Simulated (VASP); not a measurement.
# Cs (P6_3/mmc) in VASP: electric field gradients with PBEsol

Aim: the electric field gradients of Cs with PBEsol.

All numbers are computed with VASP 6.6.1; they aren't measurements. Logs are shortened: lines on timing, memory, paths and dates and some standing lists are left out, and cuts for length are marked.

### Step 1. The cell of the first run

The structure is hexagonal, space group P6_3/mmc (No. 194). The conventional cell has a = 5.566 Å, b = 5.566 Å, c = 9.258 Å, α = 90.00°, β = 90.00°, γ = 120.00°.

### Step 2. Electric field gradients, PBEsol

File INCAR:

```
PREC = Accurate ; ENCUT = 520
EDIFF = 1E-8 ; ISMEAR = -1
SIGMA = 0.05 ; LREAL = False
LASPH = True ; NELM = 80
ALGO = Normal ; ISIF = 2
LWAVE = False ; LCHARG = False
GGA = PS ; LEFG = True
NBANDS = 16
```

File KPOINTS:

```
regular mesh
0
Gamma
  7 7 4
```

File POSCAR:

```
Cs
1.0
    5.5663060538      0.0000000000      0.0000000000
   -2.7831530269      4.8205624479      0.0000000000
    0.0000000000      0.0000000000      9.2584789600
Cs
2
Direct
    0.3333333333      0.6666666667      0.2500000000
    0.6666666667      0.3333333333      0.7500000000
```

Potentials or basis: VASP PAW PBE potentials, release 64 (Cs_sv).

Started as:

```bash
> cat potpaw_PBE.64/Cs_sv/POTCAR > POTCAR
> mpirun -np 1 vasp_std > vasp.out
```

OUTCAR:

```text
PREC = Accurate
   ENCUT = 520
   EDIFF = 1E-8
   ISMEAR = -1
   LREAL = False
   LASPH = True
   NELM = 80
   ISIF = 2
   GGA = PS

 ion  position               nearest neighbor table
   1  0.333  0.667  0.250-
   2  0.667  0.333  0.750-

  LATTYP: Found a hexagonal cell.
 ALAT       =     5.5663060538
 C/A-ratio  =     1.6633075635

  Lattice vectors:

 A1 = (   5.5663060538,   0.0000000000,   0.0000000000)
 A2 = (  -2.7831530269,   4.8205624479,   0.0000000000)
 A3 = (   0.0000000000,   0.0000000000,   9.2584789600)

Analysis of symmetry for initial positions (statically):
=====================================================================
 Subroutine PRICEL returns:
 Original cell was already a primitive cell.

 Routine SETGRP: Setting up the symmetry group for a
 hexagonal supercell.

 Subroutine GETGRP returns: Found 24 space group operations
 (whereof 12 operations were pure point group operations)
 out of a pool of 24 trial point group operations.

The static configuration has the point symmetry D_3d.
 The point group associated with its full space group is D_6h.

Analysis of symmetry for dynamics (positions and initial velocities):
=====================================================================
 Subroutine PRICEL returns:
 Original cell was already a primitive cell.

 Routine SETGRP: Setting up the symmetry group for a
 hexagonal supercell.

 Subroutine GETGRP returns: Found 24 space group operations
 (whereof 12 operations were pure point group operations)
 out of a pool of 24 trial point group operations.

The dynamic configuration has the point symmetry D_3d.
 The point group associated with its full space group is D_6h.

 Subroutine INISYM returns: Found 24 space group operations
 (whereof 12 operations are pure point group operations),
 and found     1 'primitive' translations

----------------------------------------------------------------------------------------

                                     Primitive cell

  volume of cell :     248.4302

  direct lattice vectors                    reciprocal lattice vectors
     5.566306054  0.000000000  0.000000000     0.179652357  0.103722336  0.000000000
    -2.783153027  4.820562448  0.000000000     0.000000000  0.207444673  0.000000000
     0.000000000  0.000000000  9.258478960     0.000000000  0.000000000  0.108009102

  length of vectors
     5.566306054  5.566306054  9.258478960     0.207444673  0.207444673  0.108009102

  position of ions in fractional coordinates (direct lattice)
     0.333333333  0.666666667  0.250000000
     0.666666667  0.333333333  0.750000000

  ion indices of the primitive-cell ions
   primitive index   ion index
                 1           1
                 2           2

----------------------------------------------------------------------------------------

 KPOINTS: regular mesh

Automatic generation of k-mesh.
 Grid dimensions read from file:
 generate k-points for:    7    7    4

 Generating k-lattice:

  Cartesian coordinates                     Fractional coordinates (reciprocal lattice)
     0.025664622  0.014817477  0.000000000     0.142857143  0.000000000  0.000000000
     0.000000000  0.029634953  0.000000000     0.000000000  0.142857143  0.000000000
     0.000000000  0.000000000  0.027002276     0.000000000  0.000000000  0.250000000

  Length of vectors
     0.029634953  0.029634953  0.027002276

  Shift w.r.t. Gamma in fractional coordinates (k-lattice)
     0.000000000  0.000000000  0.000000000

 Subroutine IBZKPT returns following result:
 ===========================================

 Found     24 irreducible k-points:

 Following reciprocal coordinates:
            Coordinates               Weight
  0.000000  0.000000  0.000000      1.000000
  0.142857 -0.000000  0.000000      6.000000
  0.285714 -0.000000  0.000000      6.000000
  0.428571 -0.000000  0.000000      6.000000
  0.142857  0.142857  0.000000      6.000000
  0.285714  0.142857  0.000000     12.000000
[... 16 lines left out ...]
  0.428571  0.142857  0.500000      6.000000
  0.285714  0.285714  0.500000      6.000000
   k-points           NKPTS =     24   k-points in BZ     NKDIM =     24   number of bands    NBANDS=     16
   number of dos      NEDOS =    301   number of ions     NIONS =      2
   total plane-waves  NPLWV = 123480
   dimension x,y,z NGX =    42 NGY =   42 NGZ =   70
   dimension x,y,z NGXF=    84 NGYF=   84 NGZF=  140
   ions per type =               2
   NGX,Y,Z   is equivalent  to a cutoff of  12.54, 12.54, 12.57 a.u.
   NGXF,Y,Z  is equivalent  to a cutoff of  25.09, 25.09, 25.14 a.u.
 SYSTEM =  unknown system
   PREC   = accura    normal or accurate (medium, high low for compatibility)
   ISTART =      0    job   : 0-new  1-cont  2-samecut
   ICHARG =      2    charge: 1-file 2-atom 10-const
   ISPIN  =      1    spin polarized calculation?
   LNONCOLLINEAR =      F non collinear calculations
   LSORBIT =      F    spin-orbit coupling
   LASPH  =      T    aspherical Exc in radial PAW
   ENCUT  =  520.0 eV  38.22 Ry    6.18 a.u.  10.35 10.35 17.21*2*pi/ulx,y,z
   NELM   =     80;   NELMIN=  2; NELMDL= -5     # of ELM steps
   EDIFF  = 0.1E-07   stopping-criterion for ELM
   LREAL  =      F    real-space projection
   EDIFFG = 0.1E-06   stopping-criterion for IOM
   NSW    =      0    number of steps for IOM
   IBRION =     -1    ionic relax: 0-MD 1-quasi-New 2-CG
   NFREE  =      0    steps in history (QN), initial steepest desc. (CG)
   ISIF   =      2    stress and relaxation
   ISYM   =      2    0-nonsym 1-usesym 2-fastsym
   POTIM  = 0.5000    time-step for ionic-motion
   TEBEG  =    0.0;   TEEND  =   0.0 temperature during run
   PSTRESS=    0.0 pullay stress
   NELECT =      18.0000    total number of electrons
   NUPDOWN=      -1.0000    fix difference up-down
   EMIN   =  10.00;   EMAX   =-10.00  energy-range for DOS
   EFERMI =   0.00;   METHOD = LEGACY
   ISMEAR =    -1;   SIGMA  =   0.05  broadening in eV -4-tet -1-fermi 0-gaus
   EFERMI_NEDOS =   21; number of points for ismear=-14 and -15
   IALGO  =     38    algorithm
   IMIX   =      4    mixing-type and parameters
     AMIX     =   0.40;   BMIX     =  1.00
     AMIX_MAG =   1.60;   BMIX_MAG =  1.00
  volume/ion in A,a.u.               =     124.22       838.24
  Fermi-wavevector in a.u.,A,eV,Ry     =   0.682492  1.289723  6.337529  0.465795
  Thomas-Fermi vector in A             =   1.761581
   LORBIT       =      0    0 simple, 1 ext, 2 COOP (PROOUT), +10 PAW based schemes
   GGA     = PS    functional components
   LHFCALC =     F    Hartree Fock is set to
   AEXX    =    0.0000 exact exchange contribution
   IVDW    =     0    specifies the selected vdW correction
   LEPSILON=     F    determine dielectric tensor
   LRPA    =     F    only Hartree local field effects (RPA)
 non-spin polarized calculation
  energy-cutoff  :      520.00
  volume of cell :      248.43
 maximum number of plane-waves:      6724
 NGX is ok and might be reduce to    42
   NGX = 21   NGY = 21   NGZ = 35

 number of electron      18.0000000 magnetization

 Free energy of the ion-electron system (eV)
  ---------------------------------------------------
  ext. energy  EPLUGINS =         0.00000000
  ---------------------------------------------------
  free energy    TOTEN  =        -1.87627288 eV

  energy without entropy =       -1.85610641  energy(sigma->0) =       -1.86618965

 E-fermi :   0.1997     XC(G=0):  -5.2796

 val. band max:        0.1706308359   @ k =   0.1429   0.1429   0.2500
 cond. band min:       0.2718616901   @ k =   0.4286  -0.0000   0.5000
 fundamental gap:      0.1012308542
 Fermi energy:         0.1997180383

 k-point     1 :       0.0000    0.0000    0.0000
  band No.  band energies     occupation
      1     -23.6970      2.00000
      2     -23.6933      2.00000
      3     -10.5281      2.00000
      4     -10.4400      2.00000
      5     -10.4400      2.00000
      6     -10.4290      2.00000
[... 8 lines left out ...]
     15       2.8508      0.00000
     16       2.8508      0.00000

 k-point     2 :       0.1429   -0.0000    0.0000
  band No.  band energies     occupation
      1     -23.6963      2.00000
      2     -23.6929      2.00000
      3     -10.5216      2.00000
      4     -10.4559      2.00000
      5     -10.4449      2.00000
      6     -10.4433      2.00000
[... 8 lines left out ...]
     15       2.7774      0.00000
     16       2.8520      0.00000

 k-point     3 :       0.2857   -0.0000    0.0000
  band No.  band energies     occupation
      1     -23.6946      2.00000
      2     -23.6921      2.00000
      3     -10.5049      2.00000
      4     -10.4919      2.00000
      5     -10.4789      2.00000
      6     -10.4553      2.00000
[... 8 lines left out ...]
     15       2.7200      0.00000
     16       3.1410      0.00000

 k-point     4 :       0.4286   -0.0000    0.0000
  band No.  band energies     occupation
      1     -23.6930      2.00000
      2     -23.6916      2.00000
      3     -10.5208      2.00000
      4     -10.5063      2.00000
      5     -10.4869      2.00000
      6     -10.4635      2.00000
[... 8 lines left out ...]
     15       2.5393      0.00000
     16       3.4749      0.00000

 k-point     5 :       0.1429    0.1429    0.0000
  band No.  band energies     occupation
      1     -23.6951      2.00000
      2     -23.6923      2.00000
      3     -10.5099      2.00000
      4     -10.4768      2.00000
      5     -10.4724      2.00000
      6     -10.4507      2.00000
[... 8 lines left out ...]
     15       2.6811      0.00000
     16       2.9587      0.00000

 k-point     6 :       0.2857    0.1429    0.0000
  band No.  band energies     occupation
      1     -23.6934      2.00000
      2     -23.6916      2.00000
      3     -10.5063      2.00000
      4     -10.4964      2.00000
      5     -10.4918      2.00000
      6     -10.4659      2.00000
[... 8 lines left out ...]
     15       2.3605      0.00000
     16       3.1795      0.00000
[... 267 lines left out ...]
 k-point    21 :       0.1429    0.1429    0.5000
  band No.  band energies     occupation
      1     -23.6937      2.00000
      2     -23.6937      2.00000
      3     -10.4919      2.00000
      4     -10.4919      2.00000
      5     -10.4559      2.00000
      6     -10.4559      2.00000
[... 8 lines left out ...]
     15       2.8037      0.00000
     16       2.8037      0.00000

 k-point    22 :       0.2857    0.1429    0.5000
  band No.  band energies     occupation
      1     -23.6925      2.00000
      2     -23.6925      2.00000
      3     -10.5130      2.00000
      4     -10.5130      2.00000
      5     -10.4645      2.00000
      6     -10.4645      2.00000
[... 8 lines left out ...]
     15       2.7624      0.00000
     16       2.7624      0.00000

 k-point    23 :       0.4286    0.1429    0.5000
  band No.  band energies     occupation
      1     -23.6920      2.00000
      2     -23.6920      2.00000
      3     -10.5235      2.00000
      4     -10.5235      2.00000
      5     -10.4693      2.00000
      6     -10.4693      2.00000
[... 8 lines left out ...]
     15       2.8027      0.00000
     16       2.8027      0.00000

 k-point    24 :       0.2857    0.2857    0.5000
  band No.  band energies     occupation
      1     -23.6919      2.00000
      2     -23.6919      2.00000
      3     -10.5135      2.00000
      4     -10.5135      2.00000
      5     -10.4846      2.00000
      6     -10.4846      2.00000
[... 8 lines left out ...]
     15       2.7686      0.00000
     16       2.7686      0.00000

------------------------ aborting loop because EDIFF is reached ----------------------------------------

  FORCE on cell =-STRESS in cart. coord.  units (eV):
  Direction    XX          YY          ZZ          XY          YZ          ZX
  --------------------------------------------------------------------------------------
  -------------------------------------------------------------------------------------
  Total       -0.3337070     -0.3337070     -0.3644426     -0.0000000      0.0000000      0.0000000
  in kB       -2.1521444     -2.1521444     -2.3503651     -0.0000000      0.0000000      0.0000000
  external PRESSURE =      -2.2182179 kB  Pullay stress =       0.0000000 kB

 VOLUME and BASIS-vectors are now :
 -----------------------------------------------------------------------------
  energy-cutoff  :      520.00
  volume of cell :      248.43
      direct lattice vectors                 reciprocal lattice vectors
     5.566306054  0.000000000  0.000000000     0.179652357  0.103722336  0.000000000
    -2.783153027  4.820562448  0.000000000     0.000000000  0.207444673  0.000000000
     0.000000000  0.000000000  9.258478960     0.000000000  0.000000000  0.108009102

 POSITION                                       TOTAL-FORCE (eV/Angst)
 -----------------------------------------------------------------------------------
     -0.00000      3.21371      2.31462         0.000000      0.000000      0.000000
      2.78315      1.60685      6.94386        -0.000000      0.000000      0.000000
 -----------------------------------------------------------------------------------
    total drift:                               -0.000000      0.000000     -0.000000

  FREE ENERGIE OF THE ION-ELECTRON SYSTEM (eV)
  ---------------------------------------------------
  free  energy   TOTEN  =        -1.8762728808 eV

  energy  without entropy=       -1.8561064145  energy(sigma->0) =       -1.86618965

 Electric field gradients (V/A^2)
---------------------------------------------------------------------
 ion       V_xx      V_yy      V_zz      V_xy      V_xz      V_yz
---------------------------------------------------------------------
   1       1.175     1.175    -2.350    -0.000     0.000    -0.000
   2       1.175     1.175    -2.350    -0.000    -0.000     0.000
---------------------------------------------------------------------

 Electric field gradients after diagonalization (V/A^2)
 (convention: |V_zz| > |V_xx| > |V_yy|)
----------------------------------------------------------------------
 ion       V_xx      V_yy      V_zz     asymmetry (V_yy - V_xx)/ V_zz
----------------------------------------------------------------------
   1       1.175     1.175    -2.350       0.000
   2       1.175     1.175    -2.350       0.000
----------------------------------------------------------------------

           NMR quadrupolar parameters

 Cq : quadrupolar parameter    Cq=e*Q*V_zz/h
 eta: asymmetry parameters     (V_yy - V_xx)/ V_zz
 Q  : nuclear electric quadrupole moment in mb (millibarn)
----------------------------------------------------------------------
 ion       Cq(MHz)       eta       Q (mb)
----------------------------------------------------------------------
   1      -0.006       0.000       1.000
   2      -0.006       0.000       1.000
----------------------------------------------------------------------
```

Run time: 62 s. Hardware: 1 thread of AMD EPYC 7R13 (Zen 3), shared host; peak memory 0.32 GiB.

Results:

```yaml
Free_energy: -1.8763 eV
Pressure: -0.2 GPa
Band_gap_on_the_k_mesh: zero (band 9 reaches 0.68 eV, above the bottom of band 10 at -0.85 eV)
```

Levels at points of the mesh, in eV from the Fermi level:
```tsv
k point	band 7	band 8	band 9	band 10	band 11	band 12
(0.00, 0.00, 0.00)	-10.63	-10.63	-1.61	-0.05	0.65	2.32
(0.00, 0.00, 0.50)	-10.63	-10.63	-1.05	-1.05	1.57	1.57
```

Electric field gradients, principal values (V/Å²):
```
atom  least  middle  greatest (by size)
1 Cs  1.175   1.175              -2.350
2 Cs  1.175   1.175              -2.350
```

Caveat: without QUAD_EFG the Cq values of the log hold for a quadrupole moment of 1 mb, not for the nuclei; the PAW data sets were made with another functional, which shifts forces and pressure a little; spin-orbit coupling is left out, which moves the levels of the heavy elements.
